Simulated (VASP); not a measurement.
# AlCu3 (Cmmm) in VASP: a series of runs

Runs on AlCu3. Level: PBEsol. Tasks: single point.

Everything below comes from runs of VASP 6.6.1. Logs are shortened: lines on timing, memory, paths and dates and some standing lists are left out, and cuts for length are marked.

## (1) The cell of the first run

The structure is orthorhombic, space group Cmmm (No. 65). The conventional cell has a = 4.494 Å, b = 5.059 Å, c = 3.632 Å, α = 90.00°, β = 90.00°, γ = 90.00°. Within 3.0 Å of Al (site symmetry mmm) lie 12 Cu at 2.25 to 2.53 Å. Within 3.0 Å of Cu (site symmetry mmm) lie 4 Al at 2.25 to 2.53 Å and 8 Cu at 2.48 Å. Cu (site symmetry 2/m) has 8 Cu at 2.25 to 2.53 Å and 4 Al at 2.48 Å within 3.0 Å.

## (2) Single point, PBEsol

Input file INCAR:

```
SYSTEM = AlCu3
PREC = Accurate
ENCUT = 520
EDIFF = 1E-6
ISMEAR = 0
SIGMA = 0.15
LREAL = .False.
LASPH = .True.
NELM = 80
ALGO = Fast
ISIF = 2
LWAVE = .False.
LCHARG = .False.
GGA = PS
NBANDS = 26
```

Input file KPOINTS:

```
Automatic mesh
0
Gamma
  12 12 12
  0 0 0
```

Input file POSCAR:

```
AlCu3
1.0
    3.3775543364     -0.1997478371      0.0000000000
   -0.1997478371      3.3775543364      0.0000000000
    0.0000000000      0.0000000000      3.6317788563
Al Cu
1 3
Direct
    0.0000000000      0.0000000000      0.0000000000
    0.5000000000      0.5000000000      0.0000000000
    0.5000000000      0.0000000000      0.5000000000
    0.0000000000      0.5000000000      0.5000000000
```

Potentials or basis: VASP PAW PBE potentials, release 64 (Al, Cu).

Command:

```bash
$ cat potpaw_PBE.64/Al/POTCAR potpaw_PBE.64/Cu/POTCAR > POTCAR
$ mpirun -np 1 vasp_std > vasp.out
```

OUTCAR:

```text
SYSTEM = AlCu3
   PREC = Accurate
   ENCUT = 520
   EDIFF = 1E-6
   ISMEAR = 0
   LREAL = .False.
   LASPH = .True.
   NELM = 80
   ISIF = 2
   GGA = PS

 ion  position               nearest neighbor table
   1  0.000  0.000  0.000-   2 2.25   2 2.25   4 2.48   3 2.48   4 2.48   4 2.48   4 2.48   3 2.48
                             3 2.48   3 2.48   2 2.53   2 2.53
   2  0.500  0.500  0.000-   1 2.25   1 2.25   4 2.48   3 2.48   4 2.48   3 2.48   3 2.48   4 2.48
                             4 2.48   3 2.48   1 2.53   1 2.53
   3  0.500  0.000  0.500-   4 2.25   4 2.25   1 2.48   1 2.48   2 2.48   2 2.48   2 2.48   1 2.48
                             1 2.48   2 2.48   4 2.53   4 2.53
   4  0.000  0.500  0.500-   3 2.25   3 2.25   1 2.48   1 2.48   2 2.48   1 2.48   1 2.48   2 2.48
                             2 2.48   2 2.48   3 2.53   3 2.53

  LATTYP: Found a base centered orthorhombic cell.
 ALAT       =     4.4940970499
 B/A-ratio  =     1.1257142857
 C/A-ratio  =     0.8081220356

  Lattice vectors:

 A1 = (   3.3775543364,  -0.1997478371,   0.0000000000)
 A2 = (  -0.1997478371,   3.3775543364,   0.0000000000)
 A3 = (   0.0000000000,   0.0000000000,   3.6317788563)

Analysis of symmetry for initial positions (statically):
=====================================================================
 Subroutine PRICEL returns:
 Original cell was already a primitive cell.

 Routine SETGRP: Setting up the symmetry group for a
 base centered orthorhombic supercell.

 Subroutine GETGRP returns: Found  8 space group operations
 (whereof  8 operations were pure point group operations)
 out of a pool of  8 trial point group operations.

The static configuration has the point symmetry D_2h.

Analysis of symmetry for dynamics (positions and initial velocities):
=====================================================================
 Subroutine PRICEL returns:
 Original cell was already a primitive cell.

 Routine SETGRP: Setting up the symmetry group for a
 base centered orthorhombic supercell.

 Subroutine GETGRP returns: Found  8 space group operations
 (whereof  8 operations were pure point group operations)
 out of a pool of  8 trial point group operations.

The dynamic configuration has the point symmetry D_2h.

 Subroutine INISYM returns: Found  8 space group operations
 (whereof  8 operations are pure point group operations),
 and found     1 'primitive' translations

----------------------------------------------------------------------------------------

                                     Primitive cell

  volume of cell :      41.2860

  direct lattice vectors                    reciprocal lattice vectors
     3.377554336 -0.199747837  0.000000000     0.297111368  0.017571102  0.000000000
    -0.199747837  3.377554336  0.000000000     0.017571102  0.297111368  0.000000000
     0.000000000  0.000000000  3.631778856     0.000000000  0.000000000  0.275347162

  length of vectors
     3.383455703  3.383455703  3.631778856     0.297630490  0.297630490  0.275347162

  position of ions in fractional coordinates (direct lattice)
     0.000000000  0.000000000  0.000000000
     0.500000000  0.500000000  0.000000000
     0.500000000  0.000000000  0.500000000
     0.000000000  0.500000000  0.500000000

  ion indices of the primitive-cell ions
   primitive index   ion index
                 1           1
                 2           2
                 3           3
                 4           4

----------------------------------------------------------------------------------------

 KPOINTS: Automatic mesh

Automatic generation of k-mesh.
 Grid dimensions read from file:
 generate k-points for:   12   12   12

 Generating k-lattice:

  Cartesian coordinates                     Fractional coordinates (reciprocal lattice)
     0.024759281  0.001464259  0.000000000     0.083333333  0.000000000  0.000000000
     0.001464259  0.024759281  0.000000000     0.000000000  0.083333333  0.000000000
     0.000000000  0.000000000  0.022945597     0.000000000  0.000000000  0.083333333

  Length of vectors
     0.024802541  0.024802541  0.022945597

  Shift w.r.t. Gamma in fractional coordinates (k-lattice)
     0.000000000  0.000000000  0.000000000

 Subroutine IBZKPT returns following result:
 ===========================================

 Found    301 irreducible k-points:

 Following reciprocal coordinates:
            Coordinates               Weight
  0.000000  0.000000  0.000000      1.000000
  0.083333  0.000000  0.000000      4.000000
  0.166667  0.000000  0.000000      4.000000
  0.250000  0.000000  0.000000      4.000000
  0.333333  0.000000  0.000000      4.000000
  0.416667  0.000000  0.000000      4.000000
[... 16 lines left out ...]
  0.500000  0.166667  0.000000      4.000000
 -0.416667  0.166667  0.000000      4.000000
 [... further k-points ...]
   k-points           NKPTS =    301   k-points in BZ     NKDIM =    301   number of bands    NBANDS=     26
   number of dos      NEDOS =    301   number of ions     NIONS =      4
   total plane-waves  NPLWV =  21952
   dimension x,y,z NGX =    28 NGY =   28 NGZ =   28
   dimension x,y,z NGXF=    56 NGYF=   56 NGZF=   56
   ions per type =               1   3
   NGX,Y,Z   is equivalent  to a cutoff of  13.76, 13.76, 12.82 a.u.
   NGXF,Y,Z  is equivalent  to a cutoff of  27.52, 27.52, 25.63 a.u.
 SYSTEM =  AlCu3
   PREC   = accura    normal or accurate (medium, high low for compatibility)
   ISTART =      0    job   : 0-new  1-cont  2-samecut
   ICHARG =      2    charge: 1-file 2-atom 10-const
   ISPIN  =      1    spin polarized calculation?
   LNONCOLLINEAR =      F non collinear calculations
   LSORBIT =      F    spin-orbit coupling
   LASPH  =      T    aspherical Exc in radial PAW
   ENCUT  =  520.0 eV  38.22 Ry    6.18 a.u.   6.29  6.29  6.75*2*pi/ulx,y,z
   NELM   =     80;   NELMIN=  2; NELMDL= -5     # of ELM steps
   EDIFF  = 0.1E-05   stopping-criterion for ELM
   LREAL  =      F    real-space projection
   EDIFFG = 0.1E-04   stopping-criterion for IOM
   NSW    =      0    number of steps for IOM
   IBRION =     -1    ionic relax: 0-MD 1-quasi-New 2-CG
   NFREE  =      0    steps in history (QN), initial steepest desc. (CG)
   ISIF   =      2    stress and relaxation
   ISYM   =      2    0-nonsym 1-usesym 2-fastsym
   POTIM  = 0.5000    time-step for ionic-motion
   TEBEG  =    0.0;   TEEND  =   0.0 temperature during run
   PSTRESS=    0.0 pullay stress
   NELECT =      36.0000    total number of electrons
   NUPDOWN=      -1.0000    fix difference up-down
   EMIN   =  10.00;   EMAX   =-10.00  energy-range for DOS
   EFERMI =   0.00;   METHOD = LEGACY
   ISMEAR =     0;   SIGMA  =   0.15  broadening in eV -4-tet -1-fermi 0-gaus
   EFERMI_NEDOS =   21; number of points for ismear=-14 and -15
   IALGO  =     68    algorithm
   IMIX   =      4    mixing-type and parameters
     AMIX     =   0.40;   BMIX     =  1.00
     AMIX_MAG =   1.60;   BMIX_MAG =  1.00
  volume/ion in A,a.u.               =      10.32        69.65
  Fermi-wavevector in a.u.,A,eV,Ry     =   1.564017  2.955564 33.281886  2.446150
  Thomas-Fermi vector in A             =   2.666703
   LORBIT       =      0    0 simple, 1 ext, 2 COOP (PROOUT), +10 PAW based schemes
   GGA     = PS    functional components
   LHFCALC =     F    Hartree Fock is set to
   AEXX    =    0.0000 exact exchange contribution
   IVDW    =     0    specifies the selected vdW correction
   LEPSILON=     F    determine dielectric tensor
   LRPA    =     F    only Hartree local field effects (RPA)
 non-spin polarized calculation
 RMM-DIIS sequential band-by-band and
 Gauss-broadening in eV      SIGMA  =   0.15
  energy-cutoff  :      520.00
  volume of cell :       41.29
 maximum number of plane-waves:      1130
 NGX is ok and might be reduce to    28
   NGX = 13   NGY = 13   NGZ = 13

 number of electron      35.9999964 magnetization

 Free energy of the ion-electron system (eV)
  ---------------------------------------------------
  ext. energy  EPLUGINS =         0.00000000
  ---------------------------------------------------
  free energy    TOTEN  =       -16.74998591 eV

  energy without entropy =      -16.73768900  energy(sigma->0) =      -16.74383745

 E-fermi :  10.7438     XC(G=0): -13.3116

 val. band max:       10.7414757209   @ k =   0.0833   0.0833   0.0833
 cond. band min:      10.7541093924   @ k =  -0.1667   0.1667   0.0000
 fundamental gap:      0.0126336715
 Fermi energy:        10.7438355428

 k-point     1 :       0.0000    0.0000    0.0000
  band No.  band energies     occupation
      1      -1.2731      2.00000
      2       4.1757      2.00000
      3       4.8050      2.00000
      4       4.9452      2.00000
      5       5.1292      2.00000
      6       5.1902      2.00000
[... 18 lines left out ...]
     25      22.3420      0.00000
     26      22.8605      0.00000

 k-point     2 :       0.0833    0.0000    0.0000
  band No.  band energies     occupation
      1      -1.1773      2.00000
      2       4.2136      2.00000
      3       4.8299      2.00000
      4       4.9452      2.00000
      5       5.1486      2.00000
      6       5.2121      2.00000
[... 18 lines left out ...]
     25      22.0856      0.00000
     26      22.7306      0.00000

 k-point     3 :       0.1667    0.0000    0.0000
  band No.  band energies     occupation
      1      -0.8919      2.00000
      2       4.3043      2.00000
      3       4.7717      2.00000
      4       5.0586      2.00000
      5       5.2004      2.00000
      6       5.2787      2.00000
[... 18 lines left out ...]
     25      21.1781      0.00000
     26      22.9063      0.00000

 k-point     4 :       0.2500    0.0000    0.0000
  band No.  band energies     occupation
      1      -0.4232      2.00000
      2       4.2531      2.00000
      3       4.6939      2.00000
      4       5.2616      2.00000
      5       5.2740      2.00000
      6       5.3985      2.00000
[... 18 lines left out ...]
     25      21.3762      0.00000
     26      23.3211      0.00000

 k-point     5 :       0.3333    0.0000    0.0000
  band No.  band energies     occupation
      1       0.2157      2.00000
      2       3.7233      2.00000
      3       4.8274      2.00000
      4       5.3037      2.00000
      5       5.4380      2.00000
      6       5.5047      2.00000
[... 18 lines left out ...]
     25      22.0687      0.00000
     26      23.4696      0.00000

 k-point     6 :       0.4167    0.0000    0.0000
  band No.  band energies     occupation
      1       0.9995      2.00000
      2       2.8895      2.00000
      3       4.9809      2.00000
      4       5.3244      2.00000
      5       5.5304      2.00000
      6       5.6058      2.00000
[... 427 lines left out ...]
 k-point    21 :       0.3333    0.1667    0.0000
  band No.  band energies     occupation
      1       0.7455      2.00000
      2       3.7716      2.00000
      3       4.8979      2.00000
      4       5.2708      2.00000
      5       5.4043      2.00000
      6       5.6776      2.00000
[... 18 lines left out ...]
     25      20.5348      0.00000
     26      21.7793      0.00000

 k-point    22 :       0.4167    0.1667    0.0000
  band No.  band energies     occupation
      1       1.5343      2.00000
      2       2.9490      2.00000
      3       5.0679      2.00000
      4       5.2985      2.00000
      5       5.4256      2.00000
      6       5.7146      2.00000
[... 18 lines left out ...]
     25      21.0483      0.00000
     26      22.4094      0.00000

 k-point    23 :       0.5000    0.1667    0.0000
  band No.  band energies     occupation
      1       1.9167      2.00000
      2       2.5536      2.00000
      3       5.1725      2.00000
      4       5.3239      2.00000
      5       5.3499      2.00000
      6       5.6588      2.00000
[... 18 lines left out ...]
     25      21.6089      0.00000
     26      23.1750      0.00000

 k-point    24 :      -0.4167    0.1667    0.0000
  band No.  band energies     occupation
      1       1.1224      2.00000
      2       3.3896      2.00000
      3       5.0856      2.00000
      4       5.3057      2.00000
      5       5.3173      2.00000
      6       5.6356      2.00000
[... 18 lines left out ...]
     25      22.0029      0.00000
     26      24.0465      0.00000

 [... further k-points ...]

------------------------ aborting loop because EDIFF is reached ----------------------------------------

  FORCE on cell =-STRESS in cart. coord.  units (eV):
  Direction    XX          YY          ZZ          XY          YZ          ZX
  --------------------------------------------------------------------------------------
  -------------------------------------------------------------------------------------
  Total       10.6374951     10.6374951      6.7671538      6.5224500      0.0000000      0.0000000
  in kB      412.8074084    412.8074084    262.6117524    253.1155735      0.0000000      0.0000000
  external PRESSURE =     362.7421897 kB  Pullay stress =       0.0000000 kB

 VOLUME and BASIS-vectors are now :
 -----------------------------------------------------------------------------
  energy-cutoff  :      520.00
  volume of cell :       41.29
      direct lattice vectors                 reciprocal lattice vectors
     3.377554336 -0.199747837  0.000000000     0.297111368  0.017571102  0.000000000
    -0.199747837  3.377554336  0.000000000     0.017571102  0.297111368  0.000000000
     0.000000000  0.000000000  3.631778856     0.000000000  0.000000000  0.275347162

 POSITION                                       TOTAL-FORCE (eV/Angst)
 -----------------------------------------------------------------------------------
      0.00000      0.00000      0.00000        -0.000000      0.000000      0.000000
      1.58890      1.58890      0.00000         0.000000      0.000000      0.000000
      1.68878     -0.09987      1.81589         0.000000      0.000000      0.000000
     -0.09987      1.68878      1.81589        -0.000000      0.000000      0.000000
 -----------------------------------------------------------------------------------
    total drift:                                0.000000      0.000000      0.000000

  FREE ENERGIE OF THE ION-ELECTRON SYSTEM (eV)
  ---------------------------------------------------
  free  energy   TOTEN  =       -16.7499859144 eV

  energy  without entropy=      -16.7376889954  energy(sigma->0) =      -16.74383745
```

Run time: 13 min. Hardware: 1 thread of Intel Xeon 8259CL, shared host; peak memory 0.36 GiB.

Results:

- Free energy: -16.7500 eV
- Pressure: 36.3 GPa
- Band gap on the k mesh: zero (bands 18 and 19 overlap by 5.81 eV)

Caveat: the stress differs along the axes, from 26 to 41 GPa; the PAW data sets were made with another functional, which shifts forces and pressure a little.

(Part 1 of 2 ends here.)

The gap in the log of VASP goes by the Fermi energy; the results here count the filled bands.